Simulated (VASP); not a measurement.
# HfB (Fm-3m) in VASP: a series of runs, part 2 of 3

VASP 6.6.1. Earlier steps stand in the parts before.

## Step 3: Single point, PBEsol (equal strain along all axes, cell held: -4.5 %)

Input file INCAR:

```
SYSTEM = HfB
PREC = Accurate
ENCUT = 520
EDIFF = 1E-6
ISMEAR = 0
SIGMA = 0.1
LREAL = .False.
LASPH = .True.
NELM = 80
ALGO = Normal
ISIF = 2
LWAVE = .False.
LCHARG = .False.
GGA = PS
NBANDS = 21
```

Input file KPOINTS:

```
Automatic mesh
0
Gamma
  16 16 12
  0 0 0
```

Input file POSCAR:

```
HfB
1.0
    2.2862200244      2.2862200244      0.0000000000
   -2.2862200244      2.2862200244      0.0000000000
    0.0000000000      0.0000000000      4.5724400488
Hf B
2 2
Direct
    0.5000000000      0.5000000000      0.0000000000
    0.0000000000      0.0000000000      0.5000000000
    0.0000000000      0.0000000000      0.0000000000
    0.5000000000      0.5000000000      0.5000000000
```

Potentials or basis: VASP PAW PBE potentials, release 64 (Hf_pv, B).

The run is started by

```console
> cat potpaw_PBE.64/Hf_pv/POTCAR potpaw_PBE.64/B/POTCAR > POTCAR
> mpirun -np 1 vasp_std > vasp.out
```

OUTCAR:

```text
SYSTEM = HfB
   PREC = Accurate
   ENCUT = 520
   EDIFF = 1E-6
   ISMEAR = 0
   LREAL = .False.
   LASPH = .True.
   NELM = 80
   ISIF = 2
   GGA = PS

 ion  position               nearest neighbor table
   1  0.500  0.500  0.000-   3 2.29   4 2.29   4 2.29   3 2.29   3 2.29   3 2.29   2 3.23   2 3.23
                             2 3.23   2 3.23   2 3.23   2 3.23   2 3.23   2 3.23
   2  0.000  0.000  0.500-   3 2.29   4 2.29   3 2.29   4 2.29   4 2.29   4 2.29   1 3.23   1 3.23
                             1 3.23   1 3.23   1 3.23   1 3.23   1 3.23   1 3.23
   3  0.000  0.000  0.000-   1 2.29   2 2.29   2 2.29   1 2.29   1 2.29   1 2.29
   4  0.500  0.500  0.500-   1 2.29   2 2.29   1 2.29   2 2.29   2 2.29   2 2.29

  LATTYP: Found a simple tetragonal cell.
 ALAT       =     3.2332033651
 C/A-ratio  =     1.4142135624

  Lattice vectors:

 A1 = (   2.2862200244,   2.2862200244,   0.0000000000)
 A2 = (  -2.2862200244,   2.2862200244,   0.0000000000)
 A3 = (   0.0000000000,   0.0000000000,   4.5724400488)

Analysis of symmetry for initial positions (statically):
=====================================================================
 Subroutine PRICEL returns following result:

  LATTYP: Found a face centered cubic cell.
 ALAT       =     4.5724400488

  Lattice vectors:

 A1 = (   0.0000000000,  -2.2862200244,  -2.2862200244)
 A2 = (   2.2862200244,   0.0000000000,  -2.2862200244)
 A3 = (   2.2862200244,  -2.2862200244,  -0.0000000000)

   2 primitive cells build up your supercell.

 Routine SETGRP: Setting up the symmetry group for a
 simple tetragonal supercell.

 Subroutine GETGRP returns: Found 16 space group operations
 (whereof 16 operations were pure point group operations)
 out of a pool of 16 trial point group operations.

The static configuration has the point symmetry D_4h.

Analysis of symmetry for dynamics (positions and initial velocities):
=====================================================================
 Subroutine PRICEL returns following result:

  LATTYP: Found a face centered cubic cell.
 ALAT       =     4.5724400488

  Lattice vectors:

 A1 = (   0.0000000000,  -2.2862200244,  -2.2862200244)
 A2 = (   2.2862200244,   0.0000000000,  -2.2862200244)
 A3 = (   2.2862200244,  -2.2862200244,  -0.0000000000)

   2 primitive cells build up your supercell.

 Routine SETGRP: Setting up the symmetry group for a
 simple tetragonal supercell.

 Subroutine GETGRP returns: Found 16 space group operations
 (whereof 16 operations were pure point group operations)
 out of a pool of 16 trial point group operations.

The dynamic configuration has the point symmetry D_4h.

 Subroutine INISYM returns: Found 16 space group operations
 (whereof 16 operations are pure point group operations),
 and found     2 'primitive' translations

----------------------------------------------------------------------------------------

                                     Primitive cell

  volume of cell :      23.8992

  direct lattice vectors                    reciprocal lattice vectors
     0.000000000 -2.286220024 -2.286220024    -0.218701610 -0.218701610 -0.218701610
     2.286220024  0.000000000 -2.286220024     0.218701610  0.218701610 -0.218701610
     2.286220024 -2.286220024 -0.000000000     0.218701610 -0.218701610  0.218701610

  length of vectors
[... 25 lines left out ...]

  Length of vectors
     0.019330674  0.019330674  0.018225134

  Shift w.r.t. Gamma in fractional coordinates (k-lattice)
     0.000000000  0.000000000  0.000000000

 Subroutine IBZKPT returns following result:
 ===========================================

 Found    315 irreducible k-points:

 Following reciprocal coordinates:
            Coordinates               Weight
  0.000000  0.000000  0.000000      1.000000
  0.062500  0.000000  0.000000      4.000000
  0.125000  0.000000  0.000000      4.000000
  0.187500  0.000000  0.000000      4.000000
  0.250000  0.000000  0.000000      4.000000
  0.312500  0.000000  0.000000      4.000000
[... 16 lines left out ...]
  0.437500  0.125000  0.000000      8.000000
  0.500000  0.125000  0.000000      4.000000
 [... further k-points ...]
   k-points           NKPTS =    315   k-points in BZ     NKDIM =    315   number of bands    NBANDS=     21
   number of dos      NEDOS =    301   number of ions     NIONS =      4
   total plane-waves  NPLWV =  20736
   dimension x,y,z NGX =    24 NGY =   24 NGZ =   36
   dimension x,y,z NGXF=    48 NGYF=   48 NGZF=   72
   ions per type =               2   2
   NGX,Y,Z   is equivalent  to a cutoff of  12.34, 12.34, 13.09 a.u.
   NGXF,Y,Z  is equivalent  to a cutoff of  24.68, 24.68, 26.18 a.u.
 SYSTEM =  HfB
   PREC   = accura    normal or accurate (medium, high low for compatibility)
   ISTART =      0    job   : 0-new  1-cont  2-samecut
   ICHARG =      2    charge: 1-file 2-atom 10-const
   ISPIN  =      1    spin polarized calculation?
   LNONCOLLINEAR =      F non collinear calculations
   LSORBIT =      F    spin-orbit coupling
   LASPH  =      T    aspherical Exc in radial PAW
   ENCUT  =  520.0 eV  38.22 Ry    6.18 a.u.   6.01  6.01  8.50*2*pi/ulx,y,z
   NELM   =     80;   NELMIN=  2; NELMDL= -5     # of ELM steps
   EDIFF  = 0.1E-05   stopping-criterion for ELM
   LREAL  =      F    real-space projection
   EDIFFG = 0.1E-04   stopping-criterion for IOM
   NSW    =      0    number of steps for IOM
   IBRION =     -1    ionic relax: 0-MD 1-quasi-New 2-CG
   NFREE  =      0    steps in history (QN), initial steepest desc. (CG)
   ISIF   =      2    stress and relaxation
   ISYM   =      2    0-nonsym 1-usesym 2-fastsym
   POTIM  = 0.5000    time-step for ionic-motion
   TEBEG  =    0.0;   TEEND  =   0.0 temperature during run
   PSTRESS=    0.0 pullay stress
   NELECT =      26.0000    total number of electrons
   NUPDOWN=      -1.0000    fix difference up-down
   EMIN   =  10.00;   EMAX   =-10.00  energy-range for DOS
   EFERMI =   0.00;   METHOD = LEGACY
   ISMEAR =     0;   SIGMA  =   0.10  broadening in eV -4-tet -1-fermi 0-gaus
   EFERMI_NEDOS =   21; number of points for ismear=-14 and -15
   IALGO  =     38    algorithm
   IMIX   =      4    mixing-type and parameters
     AMIX     =   0.40;   BMIX     =  1.00
     AMIX_MAG =   1.60;   BMIX_MAG =  1.00
  volume/ion in A,a.u.               =      11.95        80.64
  Fermi-wavevector in a.u.,A,eV,Ry     =   1.336374  2.525380 24.298573  1.785895
  Thomas-Fermi vector in A             =   2.465005
   LORBIT       =      0    0 simple, 1 ext, 2 COOP (PROOUT), +10 PAW based schemes
   GGA     = PS    functional components
   LHFCALC =     F    Hartree Fock is set to
   AEXX    =    0.0000 exact exchange contribution
   IVDW    =     0    specifies the selected vdW correction
   LEPSILON=     F    determine dielectric tensor
   LRPA    =     F    only Hartree local field effects (RPA)
 non-spin polarized calculation
 Gauss-broadening in eV      SIGMA  =   0.10
  energy-cutoff  :      520.00
  volume of cell :       47.80
 maximum number of plane-waves:      1312
   NGX = 13   NGY = 13   NGZ = 17

 number of electron      26.0000004 magnetization

 Free energy of the ion-electron system (eV)
  ---------------------------------------------------
  ext. energy  EPLUGINS =         0.00000000
  ---------------------------------------------------
  free energy    TOTEN  =       -36.14919881 eV

  energy without entropy =      -36.14040076  energy(sigma->0) =      -36.14479978

 E-fermi :   5.2062     XC(G=0): -12.5516

 val. band max:        5.2059573288   @ k =   0.1875   0.1250   0.2500
 cond. band min:       5.2109754948   @ k =   0.4375   0.2500   0.1667
 fundamental gap:      0.0050181660
 Fermi energy:         5.2062131991

 k-point     1 :       0.0000    0.0000    0.0000
  band No.  band energies     occupation
      1     -23.6410      2.00000
      2     -23.1813      2.00000
      3     -23.1813      2.00000
      4     -22.8887      2.00000
      5     -22.8886      2.00000
      6     -22.8886      2.00000
[... 565 lines left out ...]
     20      13.0867      0.00000
     21      13.8274      0.00000

 [... further k-points ...]
[... 5 lines left out ...]
  --------------------------------------------------------------------------------------
  -------------------------------------------------------------------------------------
  Total       10.0265814     10.0265814      9.9635895      0.0000000      0.0000000     -0.0000000
  in kB      336.0852113    336.0852113    333.9737571      0.0000000      0.0000000     -0.0000000
  external PRESSURE =     335.3813932 kB  Pullay stress =       0.0000000 kB

 VOLUME and BASIS-vectors are now :
 -----------------------------------------------------------------------------
  energy-cutoff  :      520.00
  volume of cell :       47.80
      direct lattice vectors                 reciprocal lattice vectors
     2.286220024  2.286220024  0.000000000     0.218701610  0.218701610  0.000000000
    -2.286220024  2.286220024  0.000000000    -0.218701610  0.218701610  0.000000000
     0.000000000  0.000000000  4.572440049     0.000000000  0.000000000  0.218701610

 POSITION                                       TOTAL-FORCE (eV/Angst)
 -----------------------------------------------------------------------------------
      0.00000      2.28622      0.00000         0.000000      0.000000      0.000000
      0.00000      0.00000      2.28622        -0.000000      0.000000      0.000000
      0.00000      0.00000      0.00000        -0.000000      0.000000     -0.000000
      0.00000      2.28622      2.28622         0.000000     -0.000000     -0.000000
 -----------------------------------------------------------------------------------
    total drift:                                0.000000     -0.000000     -0.000000

  FREE ENERGIE OF THE ION-ELECTRON SYSTEM (eV)
  ---------------------------------------------------
  free  energy   TOTEN  =       -36.1491988068 eV

  energy  without entropy=      -36.1404007589  energy(sigma->0) =      -36.14479978
```

OSZICAR:

```text
N       E                     dE             d eps       ncg     rms          rms(c)
DAV:   1     0.747462487874E+02    0.74746E+02   -0.14469E+04 13294   0.122E+03
DAV:   2    -0.356327142461E+02   -0.11038E+03   -0.10638E+03 16795   0.282E+02
DAV:   3    -0.391154118940E+02   -0.34827E+01   -0.34376E+01 16965   0.352E+01
DAV:   4    -0.391389528614E+02   -0.23541E-01   -0.23528E-01 15961   0.332E+00
DAV:   5    -0.391391225726E+02   -0.16971E-03   -0.16970E-03 16443   0.266E-01    0.996E+01
DAV:   6    -0.363167937468E+02    0.28223E+01   -0.80769E+00 14165   0.123E+01    0.617E+01
DAV:   7    -0.362514601386E+02    0.65334E-01   -0.23916E+00 15440   0.761E+00    0.800E+00
DAV:   8    -0.361486369463E+02    0.10282E+00   -0.50818E-01 14491   0.334E+00    0.107E+00
DAV:   9    -0.361492541399E+02   -0.61719E-03   -0.12516E-02 16042   0.724E-01    0.258E-01
DAV:  10    -0.361492020299E+02    0.52110E-04   -0.36046E-04 15707   0.894E-02    0.180E-01
DAV:  11    -0.361491993690E+02    0.26609E-05   -0.25825E-05 16305   0.238E-02    0.338E-02
DAV:  12    -0.361491988068E+02    0.56217E-06   -0.67771E-07 10362   0.525E-03
   1 F= -.36149199E+02 E0= -.36144800E+02  d E =-.879805E-02
```

Wall time 2.8 min (1 thread of Intel Xeon 6975P-C, shared host); peak memory 0.38 GiB.

Results:

```
Free energy            : -36.1492 eV
Pressure               : 33.5 GPa
Band gap on the k mesh : zero (band 13 reaches 7.71 eV, above the bottom of band 14 at 3.76 eV)
```

Levels at points of the mesh, in eV from the Fermi level:
```csv
k point,band 11,band 12,band 13,band 14,band 15,band 16
"(0.00, 0.00, 0.00)",2.17,2.17,2.17,2.51,2.51,4.08
"(0.50, 0.00, 0.00)",-1.15,-1.15,-0.92,-0.92,4.74,4.74
"(0.50, 0.50, 0.00)",-0.79,-0.79,2.51,2.51,2.51,2.51
"(0.00, 0.00, 0.50)",0.10,0.10,1.61,1.61,1.61,1.61
"(0.50, 0.00, 0.50)",-1.45,-1.45,-1.45,-1.45,6.71,6.71
"(0.50, 0.50, 0.50)",-1.31,-1.31,-1.31,-1.31,5.66,5.66
```

Caveat: the cell differs from its parent crystal (equal strain along all axes, cell held: -4.5 %); the PAW data sets were made with another functional, which shifts forces and pressure a little; spin-orbit coupling is left out, which moves the levels of the heavy elements.

## Step 4: Single point, PBEsol (equal strain along all axes, cell held: -3.0 %)

Input file INCAR:

```
ALGO = Normal ; EDIFF = 1E-6
ENCUT = 520 ; GGA = PS
ISIF = 2 ; ISMEAR = 0
LASPH = True ; LCHARG = False
LREAL = False ; LWAVE = False
NBANDS = 21 ; NELM = 60
PREC = Accurate ; SIGMA = 0.1
```

Input file KPOINTS:

```
k-points
0
Gamma
  16 16 12
```

Input file POSCAR:

```
HfB
1.0
    2.3221292394      2.3221292394      0.0000000000
   -2.3221292394      2.3221292394      0.0000000000
    0.0000000000      0.0000000000      4.6442584789
Hf B
2 2
Direct
    0.5000000000      0.5000000000      0.0000000000
    0.0000000000      0.0000000000      0.5000000000
    0.0000000000      0.0000000000      0.0000000000
    0.5000000000      0.5000000000      0.5000000000
```

The run is started by

```console
> cat potpaw_PBE.64/Hf_pv/POTCAR potpaw_PBE.64/B/POTCAR > POTCAR
> mpirun -np 1 vasp_std > vasp.out
```

Run time: 2.8 min. Hardware: 1 thread of Intel Xeon 6975P-C, shared host; peak memory 0.39 GiB.

Results (log left out):

* Free energy: -36.5322 eV
* Pressure: 20.4 GPa
* Band gap on the k mesh: zero (band 13 reaches 7.24 eV, above the bottom of band 14 at 3.55 eV)

Levels at points of the mesh, in eV from the Fermi level:
```
           k point  band 9  band 10  band 11  band 12  band 13  band 14  band 15  band 16  band 17  band 18
(0.00, 0.00, 0.00)   -1.11    -0.95     2.13     2.13     2.13     2.34     2.34     3.95     3.95     3.95
(0.50, 0.00, 0.00)   -2.97    -2.97    -1.14    -1.14    -0.86    -0.86     4.56     4.56     6.70     6.70
(0.50, 0.50, 0.00)   -1.11    -1.11    -0.95    -0.95     2.34     2.34     2.34     2.34     6.12     6.12
(0.00, 0.00, 0.50)   -1.77    -1.77     0.17     0.17     1.53     1.53     1.53     1.53     5.02     5.02
(0.50, 0.00, 0.50)   -4.06    -4.06    -1.35    -1.35    -1.35    -1.35     6.39     6.39     6.39     6.39
(0.50, 0.50, 0.50)   -1.33    -1.33    -1.33    -1.33    -1.31    -1.31     5.43     5.43     5.43     5.43
```

Caveat: the cell differs from its parent crystal (equal strain along all axes, cell held: -3.0 %); the PAW data sets were made with another functional, which shifts forces and pressure a little; spin-orbit coupling is left out, which moves the levels of the heavy elements.

(Part 2 of 3 ends here.)
